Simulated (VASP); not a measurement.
# Zn (P6_3/mmc) in VASP: elastic constants with LDA

Aim: the elastic constants of Zn with LDA.

Everything below comes from runs of VASP 6.6.1. Logs are shortened: lines on timing, memory, paths and dates and some standing lists are left out, and cuts for length are marked.

### 1 The cell of the first run

The structure is hexagonal, space group P6_3/mmc (No. 194). Conventional cell: a = 2.548 Å, b = 2.548 Å, c = 4.406 Å, α = 90.00°, β = 90.00°, γ = 120.00°. Zn (site symmetry -6m2) has 12 Zn at 2.55 to 2.65 Å within 3.4 Å.

### 2 Elastic constants, LDA

Input file INCAR:

```
SYSTEM = Zn
PREC = Accurate
ENCUT = 600
EDIFF = 1E-8
ISMEAR = -1
SIGMA = 0.05
LREAL = .FALSE.
LASPH = .TRUE.
NELM = 100
ALGO = Normal
ISIF = 3
LWAVE = .FALSE.
LCHARG = .FALSE.
NBANDS = 19
IBRION = 6
NFREE = 2
POTIM = 0.015
NSW = 1
```

Input file KPOINTS:

```
Automatic mesh
0
G
  20 20 10
  0 0 0
```

Input file POSCAR:

```
Zn
1.0
    2.5479559743      0.0000000000      0.0000000000
   -1.2739779872      2.2065946015      0.0000000000
    0.0000000000      0.0000000000      4.4058657232
Zn
2
Direct
    0.3333333333      0.6666666667      0.2500000000
    0.6666666667      0.3333333333      0.7500000000
```

Potentials or basis: VASP PAW LDA potentials, release 64 (Zn).

Started as:

```bash
> cat potpaw_LDA.64/Zn/POTCAR > POTCAR
> mpirun -np 1 vasp_std > vasp.out
```

OUTCAR:

```text
SYSTEM = Zn
   PREC = Accurate
   ENCUT = 600
   EDIFF = 1E-8
   ISMEAR = -1
   LREAL = .FALSE.
   LASPH = .TRUE.
   NELM = 100
   ISIF = 3
   IBRION = 6
   NFREE = 2
   POTIM = 0.015
   NSW = 1

 ion  position               nearest neighbor table
   1  0.333  0.667  0.250-   2 2.65   2 2.65   2 2.65   2 2.65   2 2.65   2 2.65
   2  0.667  0.333  0.750-   1 2.65   1 2.65   1 2.65   1 2.65   1 2.65   1 2.65

  LATTYP: Found a hexagonal cell.
 ALAT       =     2.5479559743
 C/A-ratio  =     1.7291765508

  Lattice vectors:

 A1 = (   2.5479559743,   0.0000000000,   0.0000000000)
 A2 = (  -1.2739779872,   2.2065946015,   0.0000000000)
 A3 = (   0.0000000000,   0.0000000000,   4.4058657232)

Analysis of symmetry for initial positions (statically):
=====================================================================
 Subroutine PRICEL returns:
 Original cell was already a primitive cell.

 Routine SETGRP: Setting up the symmetry group for a
 hexagonal supercell.

 Subroutine GETGRP returns: Found 24 space group operations
 (whereof 12 operations were pure point group operations)
 out of a pool of 24 trial point group operations.

The static configuration has the point symmetry D_3d.
 The point group associated with its full space group is D_6h.

Analysis of symmetry for dynamics (positions and initial velocities):
=====================================================================
 Subroutine PRICEL returns:
 Original cell was already a primitive cell.

 Routine SETGRP: Setting up the symmetry group for a
 hexagonal supercell.

 Subroutine GETGRP returns: Found 24 space group operations
 (whereof 12 operations were pure point group operations)
 out of a pool of 24 trial point group operations.

The dynamic configuration has the point symmetry D_3d.
 The point group associated with its full space group is D_6h.

 Subroutine INISYM returns: Found 24 space group operations
 (whereof 12 operations are pure point group operations),
 and found     1 'primitive' translations

----------------------------------------------------------------------------------------

                                     Primitive cell

  volume of cell :      24.7711

  direct lattice vectors                    reciprocal lattice vectors
     2.547955974  0.000000000  0.000000000     0.392471460  0.226593503  0.000000000
    -1.273977987  2.206594601  0.000000000     0.000000000  0.453187006  0.000000000
     0.000000000  0.000000000  4.405865723     0.000000000  0.000000000  0.226970149

  length of vectors
     2.547955974  2.547955974  4.405865723     0.453187006  0.453187006  0.226970149

  position of ions in fractional coordinates (direct lattice)
     0.333333333  0.666666667  0.250000000
     0.666666667  0.333333333  0.750000000

  ion indices of the primitive-cell ions
   primitive index   ion index
                 1           1
                 2           2

----------------------------------------------------------------------------------------

 KPOINTS: Automatic mesh

Automatic generation of k-mesh.
 Grid dimensions read from file:
 generate k-points for:   20   20   10

 Generating k-lattice:

  Cartesian coordinates                     Fractional coordinates (reciprocal lattice)
[... 99 lines left out ...]

 number of electron      23.9999976 magnetization

 Free energy of the ion-electron system (eV)
  ---------------------------------------------------
  ext. energy  EPLUGINS =         0.00000000
  ---------------------------------------------------
  free energy    TOTEN  =        -3.68329541 eV

  energy without entropy =       -3.68117886  energy(sigma->0) =       -3.68223713

------------------------ aborting loop because EDIFF is reached ----------------------------------------

  FORCE on cell =-STRESS in cart. coord.  units (eV):
  Direction    XX          YY          ZZ          XY          YZ          ZX
  --------------------------------------------------------------------------------------
  -------------------------------------------------------------------------------------
  Total        1.7027583      1.7027583      1.6626472     -0.0000000     -0.0000000     -0.0000000
  in kB      110.1331021    110.1331021    107.5387438     -0.0000000     -0.0000000     -0.0000000
  external PRESSURE =     109.2683160 kB  Pullay stress =       0.0000000 kB
[... 89 lines left out ...]
  FREE ENERGIE OF THE ION-ELECTRON SYSTEM (eV)
  ---------------------------------------------------
  free  energy   TOTEN  =        -3.6520562599 eV

  energy  without entropy=       -3.6497604479  energy(sigma->0) =       -3.65090835

[... ionic steps 4 to 14 ...]

--------------------------------------- Ionic step       15  -------------------------------------------

 number of electron      23.9999983 magnetization

------------------------ aborting loop because EDIFF is reached ----------------------------------------
[... 67 lines left out ...]
--------------------------------------- Ionic step       17  -------------------------------------------

 number of electron      23.9999981 magnetization

 Free energy of the ion-electron system (eV)
  ---------------------------------------------------
  ext. energy  EPLUGINS =         0.00000000
  ---------------------------------------------------
  free energy    TOTEN  =        -3.68261892 eV

  energy without entropy =       -3.68050192  energy(sigma->0) =       -3.68156042

 E-fermi :   4.6560     XC(G=0): -13.0327

 val. band max:        4.6254025160   @ k =  -0.1500   0.4500   0.1000
 cond. band min:       4.6576574406   @ k =   0.3000   0.0500   0.0000
 fundamental gap:      0.0322549247
 Fermi energy:         4.6559775175

 k-point     1 :       0.0000    0.0000    0.0000
  band No.  band energies     occupation
      1      -7.6392      2.00000
      2      -5.0743      2.00000
      3      -4.0159      2.00000
      4      -3.8263      2.00000
      5      -3.8263      2.00000
      6      -3.7227      2.00000
[... 505 lines left out ...]
      6      -3.7673      2.00000
[... 11 lines left out ...]
     18      21.3599      0.00000
     19      21.6655      0.00000

 [... further k-points ...]
[... 5 lines left out ...]
  --------------------------------------------------------------------------------------
  -------------------------------------------------------------------------------------
  Total        1.6960191      1.6960191      1.6573871     -0.0000000      0.0000000      0.0000000
  in kB      109.6972122    109.6972122    107.1985219     -0.0000000      0.0000000      0.0000000
  external PRESSURE =     108.8643154 kB  Pullay stress =       0.0000000 kB
[... 17 lines left out ...]
  FREE ENERGIE OF THE ION-ELECTRON SYSTEM (eV)
  ---------------------------------------------------
  free  energy   TOTEN  =        -3.6826189191 eV

  energy  without entropy=       -3.6805019205  energy(sigma->0) =       -3.68156042

 INTERNAL STRAIN TENSORS FROM STRAINED CELLS
 ============================================

 INTERNAL STRAIN TENSOR FOR ION    1 for displacements in x,y,z  (eV/Angst):
          X           Y           Z          XY          YZ          ZX
  --------------------------------------------------------------------------------
  x     0.00000    -0.00000    -0.00000    -0.08546     0.00000     0.00000
  y    -0.07909     0.04454     0.00000     0.00001    -0.00005    -0.00012
  z     0.00000    -0.00000     0.00000    -0.00000     0.00528    -0.00000

 INTERNAL STRAIN TENSORS FROM DISPLACED ATOMS
 ============================================

 INTERNAL STRAIN TENSOR FOR ION    1 for displacements in x,y,z  (eV/Angst):
          X           Y           Z          XY          YZ          ZX
  --------------------------------------------------------------------------------
  x     0.00000    -0.00000    -0.00000    -0.08114     0.00000     0.00000
  y    -0.08114     0.08114    -0.00000    -0.00000     0.00000     0.00000
  z    -0.00000    -0.00000    -0.00000    -0.00000     0.00000    -0.00000

 INTERNAL STRAIN TENSOR FOR ION    2 for displacements in x,y,z  (eV/Angst):
          X           Y           Z          XY          YZ          ZX
  --------------------------------------------------------------------------------
  x    -0.00000     0.00000     0.00000     0.08114     0.00000     0.00000
  y     0.08114    -0.08114     0.00000     0.00000     0.00000     0.00000
  z     0.00000     0.00000     0.00000     0.00000     0.00000     0.00000

 Eigenvectors and eigenvalues of the dynamical matrix
 ----------------------------------------------------

   1 f  =    6.721970 THz    42.235382 2PiTHz  224.220776 cm-1    27.799821 meV
             X         Y         Z           dx          dy          dz
     -0.000000  1.471063  1.101466    -0.000000   -0.000000    0.707107
      1.273978  0.735532  3.304399     0.000000   -0.000000   -0.707107
[... 21 lines left out ...]
   6 f/i=    0.000000 THz     0.000000 2PiTHz    0.000002 cm-1     0.000000 meV
             X         Y         Z           dx          dy          dz
     -0.000000  1.471063  1.101466    -0.000000   -0.062669   -0.704324
      1.273978  0.735532  3.304399    -0.000000   -0.062669   -0.704324

--------------------------------------------------------------------------------------------------------

 ELASTIC MODULI CONTR FROM IONIC RELAXATION (kBar)
 Direction    XX          YY          ZZ          XY          YZ          ZX
 --------------------------------------------------------------------------------
 XX          -0.3267      0.3267     -0.0000      0.0000      0.0000     -0.0000
 YY           0.3267     -0.3267      0.0000      0.0000      0.0000      0.0000
 ZZ          -0.0000      0.0000     -0.0000     -0.0000      0.0000     -0.0000
 XY           0.0000      0.0000     -0.0000     -0.3267      0.0000     -0.0000
 YZ           0.0000      0.0000      0.0000      0.0000      0.0000      0.0000
 ZX          -0.0000      0.0000     -0.0000     -0.0000      0.0000     -0.0000
 --------------------------------------------------------------------------------

 TOTAL ELASTIC MODULI (kBar)
 Direction    XX          YY          ZZ          XY          YZ          ZX
 --------------------------------------------------------------------------------
 XX        3080.5411    750.5492    905.6226     -0.0000      0.0000     -0.0000
 YY         750.5492   3080.5411    905.6226     -0.0000     -0.0000      0.0000
 ZZ         905.6226    905.6226   2046.2408     -0.0000      0.0000     -0.0000
 XY          -0.0000     -0.0000     -0.0000   1164.9960     -0.0000     -0.0000
 YZ           0.0000     -0.0000      0.0000     -0.0000    678.4294     -0.0000
 ZX          -0.0000      0.0000     -0.0000     -0.0000     -0.0000    678.4294
 --------------------------------------------------------------------------------
```

Run time: 65 min. Hardware: 1 thread of Oxide Virtual Turin-like, shared host; peak memory 0.98 GiB.

Results:

```
Voigt bulk modulus            : 148 GPa
Highest phonon frequency at Γ : 224 cm⁻¹
```

Phonon frequencies in cm⁻¹ (negative: imaginary):
```csv
q point,frequencies
"(0.000, 0.000, 0.000)",0 0 0 104 104 224
```

Elastic tensor in Voigt notation (GPa, in the Cartesian axes of the cell as first typed):
```
308  75  91   0   0   0
 75 308  91   0   0   0
 91  91 205   0   0   0
  0   0   0  68   0   0
  0   0   0   0  68   0
  0   0   0   0   0 116
```

Clamped-ion elastic tensor (GPa):
```
308  75  91   0   0   0
 75 308  91   0   0   0
 91  91 205   0   0   0
  0   0   0  68   0   0
  0   0   0   0  68   0
  0   0   0   0   0 117
```

Caveat: the cell is under stress, which shifts elastic constants.
